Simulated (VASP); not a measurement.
Wanted: the native input for a VASP 6.6.1 run.

| Property | Result |
| --- | --- |
| Task | single point |
| Functional | LDA |
| Potentials or basis | VASP PAW LDA potentials, release 64 (Ir) |
| Cutoff | 520 eV |
| k mesh | 15 × 15 × 8 |
| Occupations | fermi-dirac, width 0.1 eV |
| Spin | no spin polarisation |
| Dipole correction | no |
| Further INCAR settings | ALGO = Normal; EDIFF = 1e-06; NBANDS = 16 |

The structure of Ir lies in POSCAR:

```
Ir
1.0
    2.6687347388      0.0000000000      0.0000000000
   -1.3343673694      2.3111920797      0.0000000000
    0.0000000000      0.0000000000      4.3317088729
Ir
2
Direct
    0.3333333333      0.6666666667      0.2500000000
    0.6666666667      0.3333333333      0.7500000000
```

This isn't the form of Ir at room conditions, which is fcc.

One way to write it, as run:

INCAR

```
PREC = Accurate ; ENCUT = 520
EDIFF = 1E-6 ; ISMEAR = -1
SIGMA = 0.1 ; LREAL = F
LASPH = T ; NELM = 60
ALGO = Normal ; ISIF = 2
LWAVE = F ; LCHARG = F
NBANDS = 16
```

KPOINTS

```
regular mesh
0
Gamma
  15 15 8
```

Potentials or basis: VASP PAW LDA potentials, release 64 (Ir).

Run with:

```console
$ cat potpaw_LDA.64/Ir/POTCAR > POTCAR
$ mpirun -np 1 vasp_std > vasp.out
```

Results of the run:

The pressure is 21.0 GPa and the band gap on the k mesh is zero (bands 9 and 10 overlap by 3.62 eV).

Caveat: the cell stands under pressure; spin-orbit coupling is left out, which moves the levels of the heavy elements.

Run time: 65 s on 1 thread of Intel Xeon 8259CL (shared host), peak memory 0.17 GiB.
